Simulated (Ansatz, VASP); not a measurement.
# One calculation of CdTe, two programs

```
Cd Te
1.0
     0.00000    3.75498    3.75498
     3.75498    0.00000    3.75498
     3.75498    3.75498    0.00000
Cd Te
2 2
Cartesian
  5.6325 5.6325 5.6325
  3.7550 3.7550 3.7550
  1.8775 1.8775 1.8775
  0.0000 0.0000 0.0000
```

Alike in both runs: functional PBE; k mesh 4 × 4 × 4; occupations gaussian, width 0.2 eV; no spin polarisation.

Ansatz relaxed the structure, and its values are those at the end. VASP's run is a single point on that final structure, the one shown.

```csv
,VASP,Ansatz
version,VASP 6.6.1,Ansatz 0.2.0
potentials or method,"VASP PAW PBE potentials, release 64 (Cd, Te), cutoff 500 eV","scalar-relativistic, plane waves, PAW"
valence electrons in the cell,36,72
```

```csv
,VASP,Ansatz,Ansatz less VASP
gap on the k mesh at the Fermi level (eV),none,none,-
pressure (GPa),0.8,0.7,-0.09
```

A gap of «none» marks a metal or a gap that the smearing closes. The functional is the same, so the differences come from potentials, cutoffs and numerics. VASP's potentials hold 36 valence electrons a cell and Ansatz's 72, so a difference there can come from the potentials and not from the codes.

The k mesh is coarse, so the values compare programs but aren't converged. Spin-orbit coupling is off throughout.
